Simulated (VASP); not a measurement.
# Sb (R-3m) in VASP: single point with PBE+D3(BJ)

Aim: the single point of Sb with PBE+D3(BJ).

All numbers are computed with VASP 6.6.1; they aren't measurements. Logs are shortened: lines on timing, memory, paths and dates and some standing lists are left out, and cuts for length are marked.

### Step 1. The cell of the first run

Symmetry: R-3m, No. 166, trigonal system. Conventional cell: a = 4.323 Å, b = 4.323 Å, c = 11.039 Å, α = 90.00°, β = 90.00°, γ = 120.00°. Within 3.9 Å of Sb (site symmetry 3m) lie 6 Sb at 2.93 to 3.29 Å.

### Step 2. Single point, PBE+D3(BJ), non-collinear spin, zero start, spin-orbit coupling

Input file INCAR:

```
PREC = Accurate
ENCUT = 520
EDIFF = 1E-6
ISMEAR = 0
SIGMA = 0.1
LREAL = F
LASPH = T
NELM = 150
ALGO = Normal
ISIF = 2
LWAVE = F
LCHARG = F
MAGMOM = 0 0 0 0 0 0
LORBIT = 11
LSORBIT = T
GGA_COMPAT = F
LORBMOM = T
GGA = PE
IVDW = 12
NBANDS = 22
```

Input file KPOINTS:

```
regular mesh
0
Gamma
  12 12 12
```

Input file POSCAR:

```
Sb
1.0
    2.1616083255      1.2480051486      3.6796745288
   -2.1616083255      1.2480051486      3.6796745288
    0.0000000000     -2.4960102972      3.6796745288
Sb
2
Direct
    0.2361487235      0.2361487235      0.2361487235
    0.7638512765      0.7638512765      0.7638512765
```

Potentials or basis: VASP PAW PBE potentials, release 64 (Sb).

Command:

```sh
$ cat potpaw_PBE.64/Sb/POTCAR > POTCAR
$ mpirun -np 1 vasp_ncl > vasp.out
```

OUTCAR:

```text
PREC = Accurate
   ENCUT = 520
   EDIFF = 1E-6
   ISMEAR = 0
   LREAL = F
   LASPH = T
   NELM = 150
   ISIF = 2
   LORBIT = 11
   LSORBIT = T
   GGA = PE
   IVDW = 12
 IVDW          = 12

 ion  position               nearest neighbor table
   1  0.236  0.236  0.236-   2 2.93   2 2.93   2 2.93   2 3.29   2 3.29   2 3.29
   2  0.764  0.764  0.764-   1 2.93   1 2.93   1 2.93   1 3.29   1 3.29   1 3.29

  LATTYP: Found a trigonal (rhomboedric) cell.
 ALAT       =     4.4463549163
 COS(alpha) =     0.5273107207

  Lattice vectors:

 A1 = (   2.1616083255,   1.2480051486,   3.6796745288)
 A2 = (  -2.1616083255,   1.2480051486,   3.6796745288)
 A3 = (   0.0000000000,  -2.4960102972,   3.6796745288)

Analysis of symmetry for initial positions (statically):
=====================================================================
 Subroutine PRICEL returns:
 Original cell was already a primitive cell.

 Routine SETGRP: Setting up the symmetry group for a
 trigonal (rhombohedral) supercell.

 Subroutine GETGRP returns: Found 12 space group operations
 (whereof 12 operations were pure point group operations)
 out of a pool of 12 trial point group operations.

The static configuration has the point symmetry D_3d.

Analysis of symmetry for dynamics (positions and initial velocities):
=====================================================================
 Subroutine PRICEL returns:
 Original cell was already a primitive cell.

 Routine SETGRP: Setting up the symmetry group for a
 trigonal (rhombohedral) supercell.

 Subroutine GETGRP returns: Found 12 space group operations
 (whereof 12 operations were pure point group operations)
 out of a pool of 12 trial point group operations.

The dynamic configuration has the point symmetry D_3d.

Analysis of structural, dynamic, and magnetic symmetry:
=====================================================================
 Subroutine PRICEL returns:
 Original cell was already a primitive cell.

 Routine SETGRP: Setting up the symmetry group for a
 trigonal (rhombohedral) supercell.

 Subroutine GETGRP returns: Found 12 space group operations
 (whereof 12 operations were pure point group operations)
 out of a pool of 12 trial point group operations.

The overall configuration has the point symmetry D_3d.

 Subroutine INISYM returns: Found 12 space group operations
 (whereof 12 operations are pure point group operations),
 and found     1 'primitive' translations

----------------------------------------------------------------------------------------

                                     Primitive cell

  volume of cell :      59.5599

  direct lattice vectors                    reciprocal lattice vectors
     2.161608326  1.248005149  3.679674529     0.231309250  0.133546458  0.090587722
    -2.161608326  1.248005149  3.679674529    -0.231309250  0.133546458  0.090587722
     0.000000000 -2.496010297  3.679674529     0.000000000 -0.267092915  0.090587722

  length of vectors
     4.446354916  4.446354916  4.446354916     0.282036807  0.282036807  0.282036807

  position of ions in fractional coordinates (direct lattice)
     0.236148724  0.236148724  0.236148724
     0.763851276  0.763851276  0.763851276

  ion indices of the primitive-cell ions
   primitive index   ion index
                 1           1
                 2           2

----------------------------------------------------------------------------------------

 KPOINTS: regular mesh

Automatic generation of k-mesh.
 Grid dimensions read from file:
 generate k-points for:   12   12   12

 Generating k-lattice:

  Cartesian coordinates                     Fractional coordinates (reciprocal lattice)
     0.019275771  0.011128871  0.007548977     0.083333333 -0.000000000  0.000000000
[... 98 lines left out ...]

 number of electron      10.0000000 magnetization       0.0000000      0.0000000     -0.0000000

 number of electron      10.0000000 magnetization       0.0000000     -0.0000000     -0.0000000

 Free energy of the ion-electron system (eV)
  ---------------------------------------------------
  ext. energy  EPLUGINS =         0.00000000
  ---------------------------------------------------
  free energy    TOTEN  =        -8.37905290 eV

  energy without entropy =       -8.37838419  energy(sigma->0) =       -8.37871854

 E-fermi :   7.3671     XC(G=0):  -9.5992

 val. band max:        7.3015255073   @ k =   0.5000   0.5000   0.5000
 cond. band min:       7.3965898346   @ k =  -0.4167   0.5000   0.4167
 fundamental gap:      0.0950643273
 Fermi energy:         7.3671305120

 k-point     1 :       0.0000    0.0000    0.0000
  band No.  band energies     occupation
      1      -5.3164      1.00000
      2      -5.3164      1.00000
      3       2.7444      1.00000
      4       2.7444      1.00000
      5       5.0391      1.00000
      6       5.0391      1.00000
[... 589 lines left out ...]
     21      15.0806      0.00000
     22      15.0806      0.00000

 [... further k-points ...]

------------------------ aborting loop because EDIFF is reached ----------------------------------------

 Edisp (eV)   -0.95916

 E8    (eV) :    -0.4475

  FORCE on cell =-STRESS in cart. coord.  units (eV):
  Direction    XX          YY          ZZ          XY          YZ          ZX
  --------------------------------------------------------------------------------------
  -------------------------------------------------------------------------------------
  Total       0.07149     0.07149     0.05794     0.00000    -0.00000     0.00000
  in kB       1.92298     1.92298     1.55857     0.00000    -0.00000     0.00000
  external pressure =        1.80 kB  Pullay stress =        0.00 kB

 VOLUME and BASIS-vectors are now :
 -----------------------------------------------------------------------------
  energy-cutoff  :      520.00
  volume of cell :       59.56
      direct lattice vectors                 reciprocal lattice vectors
     2.161608326  1.248005149  3.679674529     0.231309250  0.133546458  0.090587722
    -2.161608326  1.248005149  3.679674529    -0.231309250  0.133546458  0.090587722
     0.000000000 -2.496010297  3.679674529     0.000000000 -0.267092915  0.090587722

 POSITION                                       TOTAL-FORCE (eV/Angst)
 -----------------------------------------------------------------------------------
      0.00000      0.00000      2.60685         0.000000     -0.000000      0.044160
      0.00000      0.00000      8.43217         0.000000      0.000000     -0.044160
 -----------------------------------------------------------------------------------
    total drift:                               -0.000000     -0.000000     -0.000000

  FREE ENERGIE OF THE ION-ELECTRON SYSTEM (eV)
  ---------------------------------------------------
  free  energy   TOTEN  =        -9.3382161318 eV

  energy  without entropy=       -9.3375474201  energy(sigma->0) =       -9.33788178

 orbital moment (x)

 # of ion     p       d       tot
 ----------------------------------------
  1        -0.000  -0.000  -0.000
  2        -0.000  -0.000  -0.000
 ----------------------------------------
           -0.000  -0.000  -0.000

 orbital moment (y)

 # of ion     p       d       tot
 ----------------------------------------
  1         0.000   0.000   0.000
  2         0.000   0.000   0.000
 ----------------------------------------
            0.000   0.000   0.000

 orbital moment (z)

 # of ion     p       d       tot
 ----------------------------------------
  1         0.000   0.000   0.000
  2         0.000   0.000   0.000
 ----------------------------------------
            0.000   0.000   0.000

 Spin-Orbit-Coupling matrix elements

 Ion:    1  E_soc:     -0.1358836
 l=   1
     0.0000000    -0.0226016    -0.0223870
    -0.0226016     0.0000000    -0.0226016
    -0.0223870    -0.0226016     0.0000000
 l=   2
     0.0000000    -0.0000254     0.0000000    -0.0000254    -0.0000868
    -0.0000254     0.0000000    -0.0000661    -0.0000310    -0.0000254
     0.0000000    -0.0000661     0.0000000    -0.0000661     0.0000000
    -0.0000254    -0.0000310    -0.0000661     0.0000000    -0.0000254
    -0.0000868    -0.0000254     0.0000000    -0.0000254     0.0000000
 l=   3
     0.0000000     0.0000000     0.0000000     0.0000000     0.0000000     0.0000000     0.0000000
     0.0000000     0.0000000     0.0000000     0.0000000     0.0000000     0.0000000     0.0000000
     0.0000000     0.0000000     0.0000000     0.0000000     0.0000000     0.0000000     0.0000000
     0.0000000     0.0000000     0.0000000     0.0000000     0.0000000     0.0000000     0.0000000
     0.0000000     0.0000000     0.0000000     0.0000000     0.0000000     0.0000000     0.0000000
     0.0000000     0.0000000     0.0000000     0.0000000     0.0000000     0.0000000     0.0000000
     0.0000000     0.0000000     0.0000000     0.0000000     0.0000000     0.0000000     0.0000000

 Ion:    2  E_soc:     -0.1358836
 l=   1
     0.0000000    -0.0226016    -0.0223870
    -0.0226016     0.0000000    -0.0226016
    -0.0223870    -0.0226016     0.0000000
 l=   2
     0.0000000    -0.0000254     0.0000000    -0.0000254    -0.0000868
    -0.0000254     0.0000000    -0.0000661    -0.0000310    -0.0000254
     0.0000000    -0.0000661     0.0000000    -0.0000661     0.0000000
    -0.0000254    -0.0000310    -0.0000661     0.0000000    -0.0000254
    -0.0000868    -0.0000254     0.0000000    -0.0000254     0.0000000
 l=   3
     0.0000000     0.0000000     0.0000000     0.0000000     0.0000000     0.0000000     0.0000000
     0.0000000     0.0000000     0.0000000     0.0000000     0.0000000     0.0000000     0.0000000
     0.0000000     0.0000000     0.0000000     0.0000000     0.0000000     0.0000000     0.0000000
     0.0000000     0.0000000     0.0000000     0.0000000     0.0000000     0.0000000     0.0000000
     0.0000000     0.0000000     0.0000000     0.0000000     0.0000000     0.0000000     0.0000000
     0.0000000     0.0000000     0.0000000     0.0000000     0.0000000     0.0000000     0.0000000
     0.0000000     0.0000000     0.0000000     0.0000000     0.0000000     0.0000000     0.0000000

 total charge

# of ion       s       p       d       tot
------------------------------------------
    1        1.213   1.151   0.037   2.400
    2        1.213   1.151   0.037   2.400
--------------------------------------------------
tot          2.426   2.301   0.073   4.800

 magnetization (x)

# of ion       s       p       d       tot
------------------------------------------
    1       -0.000   0.000   0.000  -0.000
    2       -0.000   0.000   0.000  -0.000
--------------------------------------------------
tot         -0.000   0.000   0.000  -0.000

 magnetization (y)

# of ion       s       p       d       tot
------------------------------------------
    1        0.000   0.000   0.000   0.000
    2        0.000   0.000   0.000   0.000
--------------------------------------------------
tot          0.000   0.000   0.000   0.000

 magnetization (z)

# of ion       s       p       d       tot
------------------------------------------
    1        0.000   0.000   0.000   0.000
    2        0.000   0.000   0.000   0.000
--------------------------------------------------
tot          0.000   0.000   0.000   0.000
```

Run time: 8.8 min. Hardware: 1 thread of Intel Xeon 6975P-C (Granite Rapids), shared host; peak memory 0.59 GiB.

What came out:

```
Free energy                                           : -9.3382 eV
Pressure                                              : 0.2 GPa
Largest force                                         : 0.044 eV/Å
Net moment                                            : 0.00 μB per cell
Valence electrons inside the program's atomic spheres : Sb 2.40
Dispersion energy per atom                            : -0.480 eV
```

Forces in eV/Å, atoms in the order of the input:
```
Sb   0.000  0.000  0.044
Sb   0.000  0.000 -0.044
```

Moments on the atoms (μB; x, y, z):
```
Sb  0.00 0.00 0.00
Sb  0.00 0.00 0.00
```
